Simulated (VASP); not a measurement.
# RbBr (Pm-3m) in VASP: settings compared

Aim: see how the results for RbBr move with the level of theory and the settings. Levels: PBE, r2SCAN. Tasks: single point.

Everything below comes from runs of VASP 6.6.1. Logs are shortened: lines on timing, memory, paths and dates and some standing lists are left out, and cuts for length are marked.

### Step 1. The cell of the first run

Symmetry: Pm-3m, No. 221, cubic system. Conventional cell: a = 4.128 Å, b = 4.128 Å, c = 4.128 Å, α = 90.00°, β = 90.00°, γ = 90.00°. Within 4.7 Å of Rb (site symmetry m-3m) lie 8 Br at 3.57 Å and 6 Rb at 4.13 Å. Br (site symmetry m-3m) has 8 Rb at 3.57 Å and 6 Br at 4.13 Å within 4.7 Å.

### Step 2. Single point, PBE

INCAR

```
PREC     = Accurate       # precision mode
ENCUT    = 520            # plane-wave cutoff, eV
EDIFF    = 1E-6           # SCF threshold, eV
ISMEAR   = 0              # smearing method
SIGMA    = 0.01           # smearing width, eV
LREAL    = False          # projectors in reciprocal space
LASPH    = True           # aspherical terms in the spheres
NELM     = 60             # most SCF steps
ALGO     = Normal         # electronic algorithm
ISIF     = 2              # what is computed and relaxed
LWAVE    = False          # write WAVECAR
LCHARG   = False          # write CHGCAR
GGA      = PE             # functional
NBANDS   = 15             # bands
```

KPOINTS

```
regular mesh
0
Gamma
  6 6 6
```

POSCAR

```
RbBr
1.0
    4.1279266164      0.0000000000      0.0000000000
    0.0000000000      4.1279266164      0.0000000000
    0.0000000000      0.0000000000      4.1279266164
Rb Br
1 1
Direct
    0.0000000000      0.0000000000      0.0000000000
    0.5000000000      0.5000000000      0.5000000000
```

Potentials or basis: VASP PAW PBE potentials, release 64 (Rb_sv, Br).

Command:

```
$ cat potpaw_PBE.64/Rb_sv/POTCAR potpaw_PBE.64/Br/POTCAR > POTCAR
$ mpirun -np 1 vasp_std > vasp.out
```

OUTCAR:

```text
PREC = Accurate
   ENCUT = 520
   EDIFF = 1E-6
   ISMEAR = 0
   LREAL = False
   LASPH = True
   NELM = 60
   ISIF = 2
   GGA = PE

 ion  position               nearest neighbor table
   1  0.000  0.000  0.000-   2 3.57   2 3.57   2 3.57   2 3.57   2 3.57   2 3.57   2 3.57   2 3.57

   2  0.500  0.500  0.500-   1 3.57   1 3.57   1 3.57   1 3.57   1 3.57   1 3.57   1 3.57   1 3.57

  LATTYP: Found a simple cubic cell.
 ALAT       =     4.1279266164

  Lattice vectors:

 A1 = (   4.1279266164,   0.0000000000,   0.0000000000)
 A2 = (   0.0000000000,   4.1279266164,   0.0000000000)
 A3 = (   0.0000000000,   0.0000000000,   4.1279266164)

Analysis of symmetry for initial positions (statically):
=====================================================================
 Subroutine PRICEL returns:
 Original cell was already a primitive cell.

 Routine SETGRP: Setting up the symmetry group for a
 simple cubic supercell.

 Subroutine GETGRP returns: Found 48 space group operations
 (whereof 48 operations were pure point group operations)
 out of a pool of 48 trial point group operations.

The static configuration has the point symmetry O_h .

Analysis of symmetry for dynamics (positions and initial velocities):
=====================================================================
 Subroutine PRICEL returns:
 Original cell was already a primitive cell.

 Routine SETGRP: Setting up the symmetry group for a
 simple cubic supercell.

 Subroutine GETGRP returns: Found 48 space group operations
 (whereof 48 operations were pure point group operations)
 out of a pool of 48 trial point group operations.

The dynamic configuration has the point symmetry O_h .

 Subroutine INISYM returns: Found 48 space group operations
 (whereof 48 operations are pure point group operations),
 and found     1 'primitive' translations

----------------------------------------------------------------------------------------

                                     Primitive cell

  volume of cell :      70.3390

  direct lattice vectors                    reciprocal lattice vectors
     4.127926616  0.000000000  0.000000000     0.242252369  0.000000000  0.000000000
     0.000000000  4.127926616  0.000000000     0.000000000  0.242252369  0.000000000
     0.000000000  0.000000000  4.127926616     0.000000000  0.000000000  0.242252369

  length of vectors
     4.127926616  4.127926616  4.127926616     0.242252369  0.242252369  0.242252369

  position of ions in fractional coordinates (direct lattice)
     0.000000000  0.000000000  0.000000000
     0.500000000  0.500000000  0.500000000

  ion indices of the primitive-cell ions
   primitive index   ion index
                 1           1
                 2           2

----------------------------------------------------------------------------------------

 KPOINTS: regular mesh

Automatic generation of k-mesh.
 Grid dimensions read from file:
 generate k-points for:    6    6    6

 Generating k-lattice:

  Cartesian coordinates                     Fractional coordinates (reciprocal lattice)
     0.040375395  0.000000000  0.000000000     0.166666667  0.000000000  0.000000000
     0.000000000  0.040375395  0.000000000     0.000000000  0.166666667  0.000000000
     0.000000000  0.000000000  0.040375395     0.000000000  0.000000000  0.166666667

  Length of vectors
     0.040375395  0.040375395  0.040375395

  Shift w.r.t. Gamma in fractional coordinates (k-lattice)
     0.000000000  0.000000000  0.000000000

 Subroutine IBZKPT returns following result:
 ===========================================

 Found     20 irreducible k-points:

 Following reciprocal coordinates:
            Coordinates               Weight
  0.000000  0.000000  0.000000      1.000000
  0.166667  0.000000  0.000000      6.000000
  0.333333  0.000000  0.000000      6.000000
  0.500000  0.000000  0.000000      3.000000
  0.166667  0.166667  0.000000     12.000000
  0.333333  0.166667  0.000000     24.000000
[... 12 lines left out ...]
  0.500000  0.500000  0.333333      6.000000
  0.500000  0.500000  0.500000      1.000000
   k-points           NKPTS =     20   k-points in BZ     NKDIM =     20   number of bands    NBANDS=     15
   number of dos      NEDOS =    301   number of ions     NIONS =      2
   total plane-waves  NPLWV =  32768
   dimension x,y,z NGX =    32 NGY =   32 NGZ =   32
   dimension x,y,z NGXF=    64 NGYF=   64 NGZF=   64
   ions per type =               1   1
   NGX,Y,Z   is equivalent  to a cutoff of  12.89, 12.89, 12.89 a.u.
   NGXF,Y,Z  is equivalent  to a cutoff of  25.78, 25.78, 25.78 a.u.
 SYSTEM =  unknown system
   PREC   = accura    normal or accurate (medium, high low for compatibility)
   ISTART =      0    job   : 0-new  1-cont  2-samecut
   ICHARG =      2    charge: 1-file 2-atom 10-const
   ISPIN  =      1    spin polarized calculation?
   LNONCOLLINEAR =      F non collinear calculations
   LSORBIT =      F    spin-orbit coupling
   LASPH  =      T    aspherical Exc in radial PAW
   ENCUT  =  520.0 eV  38.22 Ry    6.18 a.u.   7.68  7.68  7.68*2*pi/ulx,y,z
   NELM   =     60;   NELMIN=  2; NELMDL= -5     # of ELM steps
   EDIFF  = 0.1E-05   stopping-criterion for ELM
   LREAL  =      F    real-space projection
   EDIFFG = 0.1E-04   stopping-criterion for IOM
   NSW    =      0    number of steps for IOM
   IBRION =     -1    ionic relax: 0-MD 1-quasi-New 2-CG
   NFREE  =      0    steps in history (QN), initial steepest desc. (CG)
   ISIF   =      2    stress and relaxation
   ISYM   =      2    0-nonsym 1-usesym 2-fastsym
   POTIM  = 0.5000    time-step for ionic-motion
   TEBEG  =    0.0;   TEEND  =   0.0 temperature during run
   PSTRESS=    0.0 pullay stress
   NELECT =      16.0000    total number of electrons
   NUPDOWN=      -1.0000    fix difference up-down
   EMIN   =  10.00;   EMAX   =-10.00  energy-range for DOS
   EFERMI =   0.00;   METHOD = LEGACY
   ISMEAR =     0;   SIGMA  =   0.01  broadening in eV -4-tet -1-fermi 0-gaus
   EFERMI_NEDOS =   21; number of points for ismear=-14 and -15
   IALGO  =     38    algorithm
   IMIX   =      4    mixing-type and parameters
     AMIX     =   0.40;   BMIX     =  1.00
     AMIX_MAG =   1.60;   BMIX_MAG =  1.00
  volume/ion in A,a.u.               =      35.17       237.34
  Fermi-wavevector in a.u.,A,eV,Ry     =   0.999347  1.888491 13.588055  0.998694
  Thomas-Fermi vector in A             =   2.131631
   LORBIT       =      0    0 simple, 1 ext, 2 COOP (PROOUT), +10 PAW based schemes
   GGA     = PE    functional components
   LHFCALC =     F    Hartree Fock is set to
   AEXX    =    0.0000 exact exchange contribution
   IVDW    =     0    specifies the selected vdW correction
   LEPSILON=     F    determine dielectric tensor
   LRPA    =     F    only Hartree local field effects (RPA)
 non-spin polarized calculation
 Gauss-broadening in eV      SIGMA  =   0.01
  energy-cutoff  :      520.00
  volume of cell :       70.34
 maximum number of plane-waves:      1924
 NGX is ok and might be reduce to    32
   NGX = 15   NGY = 15   NGZ = 15

 number of electron      16.0000002 magnetization

 Free energy of the ion-electron system (eV)
  ---------------------------------------------------
  ext. energy  EPLUGINS =         0.00000000
  ---------------------------------------------------
  free energy    TOTEN  =        -5.99623767 eV

  energy without entropy =       -5.99623767  energy(sigma->0) =       -5.99623767

 E-fermi :  -0.6035     XC(G=0):  -7.9234

 val. band max:       -0.6715086796   @ k =   0.5000   0.5000   0.0000
 cond. band min:       3.4047021730   @ k =   0.0000   0.0000   0.0000
 fundamental gap:      4.0762108526
 Fermi energy:        -0.6034799515

 k-point     1 :       0.0000    0.0000    0.0000
  band No.  band energies     occupation
      1     -25.7763      2.00000
      2     -13.2873      2.00000
      3      -9.7599      2.00000
      4      -9.7599      2.00000
      5      -9.7599      2.00000
      6      -0.8251      2.00000
      7      -0.8251      2.00000
      8      -0.8251      2.00000
      9       3.4047      0.00000
     10       4.9097      0.00000
     11       4.9097      0.00000
     12       9.2546      0.00000
     13       9.2546      0.00000
     14       9.2546      0.00000
     15      11.9735      0.00000

 k-point     2 :       0.1667    0.0000    0.0000
  band No.  band energies     occupation
      1     -25.7712      2.00000
      2     -13.2853      2.00000
      3      -9.7965      2.00000
      4      -9.7482      2.00000
      5      -9.7482      2.00000
      6      -1.3219      2.00000
      7      -0.8426      2.00000
      8      -0.8426      2.00000
      9       4.0585      0.00000
     10       5.1183      0.00000
     11       5.5045      0.00000
     12       9.1249      0.00000
     13       9.1249      0.00000
     14       9.4078      0.00000
     15      10.7073      0.00000

 k-point     3 :       0.3333    0.0000    0.0000
  band No.  band energies     occupation
      1     -25.7610      2.00000
      2     -13.2835      2.00000
      3      -9.8612      2.00000
      4      -9.7246      2.00000
      5      -9.7246      2.00000
      6      -2.0759      2.00000
      7      -0.8796      2.00000
      8      -0.8796      2.00000
      9       5.3867      0.00000
     10       5.6974      0.00000
     11       6.6877      0.00000
     12       8.9700      0.00000
     13       9.0544      0.00000
     14       9.0544      0.00000
     15       9.7871      0.00000

 k-point     4 :       0.5000    0.0000    0.0000
  band No.  band energies     occupation
      1     -25.7559      2.00000
      2     -13.2837      2.00000
      3      -9.8892      2.00000
      4      -9.7127      2.00000
      5      -9.7127      2.00000
      6      -2.3876      2.00000
      7      -0.8990      2.00000
      8      -0.8990      2.00000
      9       6.2130      0.00000
     10       6.4202      0.00000
     11       6.9611      0.00000
     12       8.0396      0.00000
     13       9.1718      0.00000
     14       9.1718      0.00000
     15      10.0499      0.00000
[... 235 lines left out ...]
 k-point    18 :       0.5000    0.3333    0.3333
  band No.  band energies     occupation
      1     -25.7284      2.00000
      2     -13.0524      2.00000
      3     -10.0073      2.00000
      4      -9.9392      2.00000
      5      -9.9174      2.00000
      6      -1.9180      2.00000
      7      -1.7652      2.00000
      8      -1.5931      2.00000
      9       6.3540      0.00000
     10       7.0642      0.00000
     11       7.0742      0.00000
     12       8.4267      0.00000
     13       8.4472      0.00000
     14       8.8281      0.00000
     15      11.3599      0.00000

 k-point    19 :       0.5000    0.5000    0.3333
  band No.  band energies     occupation
      1     -25.7239      2.00000
      2     -13.0195      2.00000
      3     -10.0045      2.00000
      4     -10.0045      2.00000
      5      -9.9100      2.00000
      6      -1.9330      2.00000
      7      -1.9330      2.00000
      8      -1.7266      2.00000
      9       6.5149      0.00000
     10       7.3866      0.00000
     11       7.3866      0.00000
     12       7.8610      0.00000
     13       9.1214      0.00000
     14       9.1214      0.00000
     15      11.3720      0.00000

 k-point    20 :       0.5000    0.5000    0.5000
  band No.  band energies     occupation
      1     -25.7194      2.00000
      2     -12.9926      2.00000
      3      -9.9833      2.00000
      4      -9.9833      2.00000
      5      -9.9833      2.00000
      6      -2.0040      2.00000
      7      -2.0040      2.00000
      8      -2.0040      2.00000
      9       7.5560      0.00000
     10       7.5560      0.00000
     11       7.5560      0.00000
     12       8.6818      0.00000
     13       8.6818      0.00000
     14       8.6818      0.00000
     15      11.4541      0.00000

------------------------ aborting loop because EDIFF is reached ----------------------------------------

  FORCE on cell =-STRESS in cart. coord.  units (eV):
  Direction    XX          YY          ZZ          XY          YZ          ZX
  --------------------------------------------------------------------------------------
  -------------------------------------------------------------------------------------
  Total        0.3530792      0.3530792      0.3530792      0.0000000     -0.0000000      0.0000000
  in kB        8.0424205      8.0424205      8.0424205      0.0000000     -0.0000000      0.0000000
  external PRESSURE =       8.0424205 kB  Pullay stress =       0.0000000 kB

 VOLUME and BASIS-vectors are now :
 -----------------------------------------------------------------------------
  energy-cutoff  :      520.00
  volume of cell :       70.34
      direct lattice vectors                 reciprocal lattice vectors
     4.127926616  0.000000000  0.000000000     0.242252369  0.000000000  0.000000000
     0.000000000  4.127926616  0.000000000     0.000000000  0.242252369  0.000000000
     0.000000000  0.000000000  4.127926616     0.000000000  0.000000000  0.242252369

 POSITION                                       TOTAL-FORCE (eV/Angst)
 -----------------------------------------------------------------------------------
      0.00000      0.00000      0.00000         0.000000      0.000000      0.000000
      2.06396      2.06396      2.06396         0.000000      0.000000      0.000000
 -----------------------------------------------------------------------------------
    total drift:                                0.000000      0.000000     -0.000000

  FREE ENERGIE OF THE ION-ELECTRON SYSTEM (eV)
  ---------------------------------------------------
  free  energy   TOTEN  =        -5.9962376652 eV

  energy  without entropy=       -5.9962376652  energy(sigma->0) =       -5.99623767
```

Wall time 12 s (1 thread of Intel Xeon Platinum 8375C at 2.90GHz (Ice Lake), shared host); peak memory 0.18 GiB.

What came out:

```
Free energy            : -5.9962 eV
Pressure               : 0.8 GPa
Band gap on the k mesh : 4.08 eV, indirect (least direct gap 4.23 eV)
```

(Part 1 of 2 ends here.)
